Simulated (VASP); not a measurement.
# Al (Ia-3d) in VASP: notebook, part 2 of 2

VASP 6.6.1. The steps go on from the part before.

### 4 Relaxation of cell and atoms, PBE

The input, INCAR:

```
SYSTEM = Al
ALGO = Fast
EDIFF = 1E-7
EDIFFG = -0.04
ENCUT = 600
GGA = PE
IBRION = 2
ISIF = 3
ISMEAR = 0
LASPH = .TRUE.
LCHARG = .FALSE.
LREAL = .FALSE.
LWAVE = .FALSE.
NELM = 100
NSW = 90
PREC = Accurate
SIGMA = 0.1
```

The input, KPOINTS:

```
k-points
0
G
  4 4 4
  0 0 0
```

The input, POSCAR:

```
Al
1.0
   -3.2343108200      3.2343108200      3.2343108200
    3.2343108200     -3.2343108200      3.2343108200
    3.2343108200      3.2343108200     -3.2343108200
Al
8
Direct
    0.2500000000      0.2500000000      0.2500000000
    0.5000000000      0.0000000000      0.2500000000
    0.0000000000      0.2500000000      0.5000000000
    0.2500000000      0.5000000000      0.0000000000
    0.7500000000      0.7500000000      0.7500000000
    0.5000000000      0.0000000000      0.7500000000
    0.0000000000      0.7500000000      0.5000000000
    0.7500000000      0.5000000000      0.0000000000
```

Potentials or basis: VASP PAW PBE potentials, release 64 (Al).

The run is started by

```console
$ cat potpaw_PBE.64/Al/POTCAR > POTCAR
$ mpirun -np 1 vasp_std > vasp.out
```

OUTCAR:

```text
SYSTEM = Al
   EDIFF = 1E-7
   EDIFFG = -0.04
   ENCUT = 600
   GGA = PE
   IBRION = 2
   ISIF = 3
   ISMEAR = 0
   LASPH = .TRUE.
   LREAL = .FALSE.
   NELM = 100
   NSW = 90
   PREC = Accurate

 ion  position               nearest neighbor table
   1  0.250  0.250  0.250-   2 2.29   3 2.29   4 2.29   5 2.80   5 2.80
   2  0.500  0.000  0.250-   1 2.29   3 2.29   4 2.29   6 2.80   6 2.80
   3  0.000  0.250  0.500-   1 2.29   4 2.29   2 2.29   7 2.80   7 2.80
   4  0.250  0.500  0.000-   1 2.29   2 2.29   3 2.29   8 2.80   8 2.80
   5  0.750  0.750  0.750-   6 2.29   7 2.29   8 2.29   1 2.80   1 2.80
   6  0.500  0.000  0.750-   5 2.29   8 2.29   7 2.29   2 2.80   2 2.80
   7  0.000  0.750  0.500-   5 2.29   6 2.29   8 2.29   3 2.80   3 2.80
   8  0.750  0.500  0.000-   5 2.29   7 2.29   6 2.29   4 2.80   4 2.80

  LATTYP: Found a body centered cubic cell.
 ALAT       =     6.4686216400

  Lattice vectors:

 A1 = (  -3.2343108200,   3.2343108200,   3.2343108200)
 A2 = (   3.2343108200,  -3.2343108200,   3.2343108200)
 A3 = (   3.2343108200,   3.2343108200,  -3.2343108200)

Analysis of symmetry for initial positions (statically):
=====================================================================
 Subroutine PRICEL returns:
 Original cell was already a primitive cell.

 Routine SETGRP: Setting up the symmetry group for a
 body centered cubic supercell.

[... 171 lines left out ...]
  Direction    XX          YY          ZZ          XY          YZ          ZX
  --------------------------------------------------------------------------------------
  -------------------------------------------------------------------------------------
  Total       24.8889869     24.8889869     24.8889869      0.0000000      0.0000000     -0.0000000
  in kB      294.6541410    294.6541410    294.6541410      0.0000000      0.0000000     -0.0000000
  external PRESSURE =     294.6541410 kB  Pullay stress =       0.0000000 kB
[... 29 lines left out ...]
--------------------------------------- Ionic step        2  -------------------------------------------

 number of electron      24.0000000 magnetization

 E-fermi :   3.5507     XC(G=0):  -8.5214

 val. band max:        3.5392244827   @ k =   0.2500   0.2500   0.0000
 cond. band min:       3.5739305163   @ k =   0.2500   0.0000   0.0000
 fundamental gap:      0.0347060335
 Fermi energy:         3.5506883191

 k-point     1 :       0.0000    0.0000    0.0000
  band No.  band energies     occupation
      1      -4.5872      2.00000
      2      -1.1070      2.00000
      3      -0.2512      2.00000
      4      -0.2512      2.00000
      5      -0.2512      2.00000
      6       0.3803      2.00000
[... 232 lines left out ...]
--------------------------------------- Ionic step        4  -------------------------------------------

 number of electron      24.0000000 magnetization

 Free energy of the ion-electron system (eV)
  ---------------------------------------------------
  ext. energy  EPLUGINS =         0.00000000
  ---------------------------------------------------
  free energy    TOTEN  =       -24.93793960 eV

  energy without entropy =      -24.88891507  energy(sigma->0) =      -24.91342734

 E-fermi :   4.1315     XC(G=0):  -8.7874

 val. band max:        4.1302051577   @ k =   0.2500   0.2500   0.0000
 cond. band min:       4.1786252557   @ k =   0.5000   0.0000   0.0000
 fundamental gap:      0.0484200980
 Fermi energy:         4.1314622978

 k-point     1 :       0.0000    0.0000    0.0000
  band No.  band energies     occupation
      1      -4.3997      2.00000
      2      -0.5401      2.00000
      3       0.2713      2.00000
      4       0.2713      2.00000
      5       0.2713      2.00000
      6       0.8734      2.00000
[... 184 lines left out ...]
  FREE ENERGIE OF THE ION-ELECTRON SYSTEM (eV)
  ---------------------------------------------------
  free  energy   TOTEN  =       -24.9379396007 eV

  energy  without entropy=      -24.8889150740  energy(sigma->0) =      -24.91342734

 reached required accuracy - stopping structural energy minimisation
```

OSZICAR:

```text
N       E                     dE             d eps       ncg     rms          rms(c)
DAV:   1     0.424670610871E+02    0.42467E+02   -0.94837E+03   272   0.126E+03
DAV:   2    -0.191638835348E+02   -0.61631E+02   -0.60114E+02   376   0.141E+02
DAV:   3    -0.212288307271E+02   -0.20649E+01   -0.20095E+01   348   0.238E+01
[... 52 lines left out ...]
RMM:   5    -0.249379381644E+02    0.78838E-06   -0.66836E-06   274   0.198E-02    0.108E-02
RMM:   6    -0.249379393744E+02   -0.12099E-05   -0.19805E-06   273   0.948E-03    0.131E-02
RMM:   7    -0.249379399863E+02   -0.61193E-06   -0.77801E-07   254   0.647E-03    0.106E-02
RMM:   8    -0.249379395028E+02    0.48350E-06   -0.23671E-07   167   0.355E-03    0.510E-03
RMM:   9    -0.249379396007E+02   -0.97913E-07   -0.70284E-08   144   0.204E-03
   4 F= -.24937940E+02 E0= -.24913427E+02  d E =-.382752E+01
```

CONTCAR:

```text
Al
   1.00000000000000
    -3.6227974243203311    3.6227974243203311    3.6227974243203311
     3.6227974243203311   -3.6227974243203311    3.6227974243203311
     3.6227974243203311    3.6227974243203311   -3.6227974243203311
  Al
     8
Direct
     0.2500000000000000    0.2500000000000000    0.2500000000000000
     0.5000000000000000    0.0000000000000000    0.2500000000000000
     0.0000000000000000    0.2500000000000000    0.5000000000000000
     0.2500000000000000    0.5000000000000000    0.0000000000000000
     0.7500000000000000    0.7500000000000000    0.7500000000000000
     0.5000000000000000    0.0000000000000000    0.7500000000000000
     1.0000000000000000    0.7500000000000000    0.5000000000000000
     0.7500000000000000    0.5000000000000000    1.0000000000000000

  0.00000000E+00  0.00000000E+00  0.00000000E+00
  0.00000000E+00  0.00000000E+00  0.00000000E+00
  0.00000000E+00  0.00000000E+00  0.00000000E+00
  0.00000000E+00  0.00000000E+00  0.00000000E+00
  0.00000000E+00  0.00000000E+00  0.00000000E+00
  0.00000000E+00  0.00000000E+00  0.00000000E+00
  0.00000000E+00  0.00000000E+00  0.00000000E+00
  0.00000000E+00  0.00000000E+00  0.00000000E+00
```

It took 2.4 min on 1 thread of Intel Xeon 8259CL, shared host; peak memory 0.31 GiB.

What came out:

```
Free energy                           : -24.9379 eV
Relaxed volume                        : 23.77 Å³/atom
Relaxed cell                          : a = 6.275 Å, b = 6.275 Å, c = 6.275 Å, α = 109.47°, β = 109.47°, γ = 109.47°
Space group after relaxing (to 0.1 Å) : Ia-3d (No. 230)
Energy gained by relaxing             : 478.4 meV/atom
Ionic steps                           : 4
Pressure after relaxing               : 0.0 GPa
Band gap on the k mesh                : zero (bands 12 and 13 overlap by 2.20 eV)
```

The path:
```tsv
step	energy change (eV)	largest force (eV/Å)	pressure (GPa)	volume (Å³)
1	0.0000	0.0000	29.47	135.33
2	-3.6666	0.0000	-3.04	205.87
3	-3.8262	0.0000	0.33	188.69
4	-3.8275	0.0000	-0.03	190.19
```

Final structure:
```
Al
1.0
    -3.62280    3.62280    3.62280
     3.62280   -3.62280    3.62280
     3.62280    3.62280   -3.62280
Al
8
Direct
  0.25000 0.25000 0.25000
  0.50000 0.00000 0.25000
  0.00000 0.25000 0.50000
  0.25000 0.50000 0.00000
  0.75000 0.75000 0.75000
  0.50000 0.00000 0.75000
  0.00000 0.75000 0.50000
  0.75000 0.50000 0.00000
```

Caveat: the volume moved by over 15 % at a fixed basis, so the end points are rough.

### 5 Single point, PBE

This run uses another cell than the first one, of 23.67 Å³/atom.

The input, INCAR:

```
SYSTEM = Al
PREC = Accurate ; ENCUT = 520
EDIFF = 1E-6 ; ISMEAR = 0
SIGMA = 0.1 ; LREAL = .False.
LASPH = .True. ; NELM = 80
ALGO = Normal ; ISIF = 2
LWAVE = .False. ; LCHARG = .False.
GGA = PE ; NBANDS = 22
```

The input, KPOINTS:

```
regular mesh
0
Gamma
  8 8 8
  0 0 0
```

POSCAR: that of step 4 with these lines changed.

```diff
@@ -2,5 +2,5 @@
 1.0
-   -3.2343108200      3.2343108200      3.2343108200
-    3.2343108200     -3.2343108200      3.2343108200
-    3.2343108200      3.2343108200     -3.2343108200
+   -3.6176380407      3.6176380407      3.6176380407
+    3.6176380407     -3.6176380407      3.6176380407
+    3.6176380407      3.6176380407     -3.6176380407
 Al
```

The run is started by

```console
$ cat potpaw_PBE.64/Al/POTCAR > POTCAR
$ mpirun -np 1 vasp_std > vasp.out
```

It took 1.8 min on 1 thread of Intel Xeon 8259CL, shared host; peak memory 0.34 GiB.

It converged, with:

- Free energy: -25.0860 eV
- Pressure: 0.0 GPa
- Band gap on the k mesh: zero (bands 12 and 13 overlap by 2.54 eV)

Levels at points of the mesh, in eV from the Fermi level:
| k point | band 10 | band 11 | band 12 | band 13 | band 14 | band 15 |
| --- | --- | --- | --- | --- | --- | --- |
| (0.00, 0.00, 0.00) | -2.26 | -1.97 | -1.97 | -1.97 | 0.92 | 0.92 |
| (0.50, 0.00, 0.00) | -1.56 | 0.04 | 0.04 | 0.72 | 0.72 | 1.28 |
| (0.50, 0.50, 0.50) | -0.53 | -0.53 | -0.53 | -0.14 | -0.14 | 3.48 |

### 6 Relaxation of cell and atoms, PBE

This run uses another cell than the first one, of 23.57 Å³/atom.

The input, INCAR:

```
ALGO = Fast
EDIFF = 1E-6
EDIFFG = -0.01
ENCUT = 600
GGA = PE
IBRION = 2
ISIF = 3
ISMEAR = 0
LASPH = T
LCHARG = F
LREAL = F
LWAVE = F
NELM = 80
NSW = 100
PREC = Accurate
SIGMA = 0.1
```

The input, KPOINTS:

```
k-points
0
Gamma
  8 8 8
```

POSCAR: that of step 5 with these lines changed.

```diff
@@ -2,5 +2,5 @@
 1.0
-   -3.6176380407      3.6176380407      3.6176380407
-    3.6176380407     -3.6176380407      3.6176380407
-    3.6176380407      3.6176380407     -3.6176380407
+   -3.6121623159      3.6121623159      3.6121623159
+    3.6121623159     -3.6121623159      3.6121623159
+    3.6121623159      3.6121623159     -3.6121623159
 Al
```

Potentials or basis: VASP PAW PBE potentials, release 64 (Al).

The run is started by

```console
$ cat potpaw_PBE.64/Al/POTCAR > POTCAR
$ mpirun -np 1 vasp_std > vasp.out
```

OUTCAR:

```text
EDIFF = 1E-6
   EDIFFG = -0.01
   ENCUT = 600
   GGA = PE
   IBRION = 2
   ISIF = 3
   ISMEAR = 0
   LASPH = T
   LREAL = F
   NELM = 80
   NSW = 100
   PREC = Accurate

 ion  position               nearest neighbor table
   1  0.250  0.250  0.250-   2 2.55   3 2.55   4 2.55   5 3.13   5 3.13
   2  0.500  0.000  0.250-   3 2.55   4 2.55   1 2.55   6 3.13   6 3.13
   3  0.000  0.250  0.500-   2 2.55   4 2.55   1 2.55   7 3.13   7 3.13
   4  0.250  0.500  0.000-   2 2.55   1 2.55   3 2.55   8 3.13   8 3.13
   5  0.750  0.750  0.750-   6 2.55   7 2.55   8 2.55   1 3.13   1 3.13
   6  0.500  0.000  0.750-   8 2.55   7 2.55   5 2.55   2 3.13   2 3.13
[... 751 lines left out ...]
  in kB        0.0410697      0.0410697      0.0410697      0.0000000      0.0000000     -0.0000000
  external PRESSURE =       0.0410697 kB  Pullay stress =       0.0000000 kB

 VOLUME and BASIS-vectors are now :
 -----------------------------------------------------------------------------
  energy-cutoff  :      600.00
  volume of cell :      189.23
      direct lattice vectors                 reciprocal lattice vectors
    -3.616693123  3.616693123  3.616693123     0.000000000  0.138247837  0.138247837
     3.616693123 -3.616693123  3.616693123     0.138247837  0.000000000  0.138247837
     3.616693123  3.616693123 -3.616693123     0.138247837  0.138247837  0.000000000

 POSITION                                       TOTAL-FORCE (eV/Angst)
 -----------------------------------------------------------------------------------
      0.90417      0.90417      0.90417        -0.000000      0.000000     -0.000000
     -0.90417      2.71252      0.90417         0.000000     -0.000000     -0.000000
      2.71252      0.90417     -0.90417        -0.000000     -0.000000      0.000000
      4.52087      2.71252     -0.90417        -0.000000      0.000000      0.000000
      2.71252      2.71252      2.71252         0.000000     -0.000000     -0.000000
      4.52087      0.90417      2.71252        -0.000000      0.000000      0.000000
      0.90417      2.71252      4.52087         0.000000      0.000000      0.000000
     -0.90417      0.90417      4.52087         0.000000     -0.000000      0.000000
 -----------------------------------------------------------------------------------
    total drift:                               -0.000000     -0.000000      0.000000

  FREE ENERGIE OF THE ION-ELECTRON SYSTEM (eV)
  ---------------------------------------------------
  free  energy   TOTEN  =       -25.0863098313 eV

  energy  without entropy=      -25.0560825326  energy(sigma->0) =      -25.07119618

 reached required accuracy - stopping structural energy minimisation
```

OSZICAR:

```text
N       E                     dE             d eps       ncg     rms          rms(c)
DAV:   1     0.334697744788E+02    0.33470E+02   -0.88599E+03   986   0.122E+03
DAV:   2    -0.229264279034E+02   -0.56396E+02   -0.55009E+02  1312   0.125E+02
DAV:   3    -0.251493300392E+02   -0.22229E+01   -0.21752E+01  1298   0.238E+01
DAV:   4    -0.251785524659E+02   -0.29222E-01   -0.29161E-01  1140   0.327E+00
[... 11 lines left out ...]
DAV:   1    -0.250864336245E+02   -0.51335E-03   -0.65700E-03  1134   0.413E-01    0.926E-02
RMM:   2    -0.250863601293E+02    0.73495E-04   -0.10364E-04   986   0.617E-02    0.478E-02
RMM:   3    -0.250863123335E+02    0.47796E-04   -0.56470E-05   986   0.380E-02    0.610E-03
RMM:   4    -0.250863103018E+02    0.20317E-05   -0.81388E-06   979   0.176E-02    0.871E-03
RMM:   5    -0.250863098313E+02    0.47049E-06   -0.12718E-06   552   0.911E-03
   2 F= -.25086310E+02 E0= -.25071196E+02  d E =-.389715E-03
```

Wall time 2.9 min (1 thread of Intel Xeon 8259CL, shared host); peak memory 0.39 GiB.

What came out:

| Property | Result |
| --- | --- |
| Free energy | -25.0863 eV |
| Relaxed volume | 23.65 Å³/atom |
| Relaxed cell | a = 6.264 Å, b = 6.264 Å, c = 6.264 Å, α = 109.47°, β = 109.47°, γ = 109.47° |
| Space group after relaxing (to 0.1 Å) | Ia-3d (No. 230) |
| Energy gained by relaxing | 0.0 meV/atom |
| Ionic steps | 2 |
| Pressure after relaxing | 0.0 GPa |
| Band gap on the k mesh | zero (bands 12 and 13 overlap by 2.54 eV) |

Step by step:
```
step  energy change (eV)  largest force (eV/Å)  pressure (GPa)  volume (Å³)
   1              0.0000                0.0000            0.18       188.52
   2             -0.0004                0.0000            0.00       189.23
```

Final structure:
```
Al
1.0
    -3.61669    3.61669    3.61669
     3.61669   -3.61669    3.61669
     3.61669    3.61669   -3.61669
Al
8
Direct
  0.25000 0.25000 0.25000
  0.50000 0.00000 0.25000
  0.00000 0.25000 0.50000
  0.25000 0.50000 0.00000
  0.75000 0.75000 0.75000
  0.50000 0.00000 0.75000
  0.00000 0.75000 0.50000
  0.75000 0.50000 0.00000
```

### 7 Summary

```tsv
task	cell	k mesh	cutoff (eV)	gap on the mesh (eV)	pressure (GPa)	relaxed volume (Å³/atom)
single point	a = 5.602 Å, angles 109.5°, 8 atoms	4 × 4 × 4	520	none	29.5	-
single point	a = 6.256 Å, angles 109.5°, 8 atoms	4 × 4 × 4	520	none	0.4	-
relaxation of cell and atoms	relaxed from a = 5.602 Å, angles 109.5°, 8 atoms	4 × 4 × 4	600	none	0.0	23.77
single point	a = 6.266 Å, angles 109.5°, 8 atoms	8 × 8 × 8	520	none	0.0	-
relaxation of cell and atoms	relaxed from a = 6.256 Å, angles 109.5°, 8 atoms	8 × 8 × 8	600	none	0.0	23.65
```

Alike in all rows: level PBE; potentials or basis VASP PAW PBE potentials, release 64 (Al); no spin polarisation; smearing gaussian 0.1 eV.

Caveats: the cell stands under pressure (at least some runs); the volume moved by over 15 % at a fixed basis, so the end points are rough (at least some runs).

Total energies depend on the potentials used, so only differences within one code and one set of settings carry meaning.
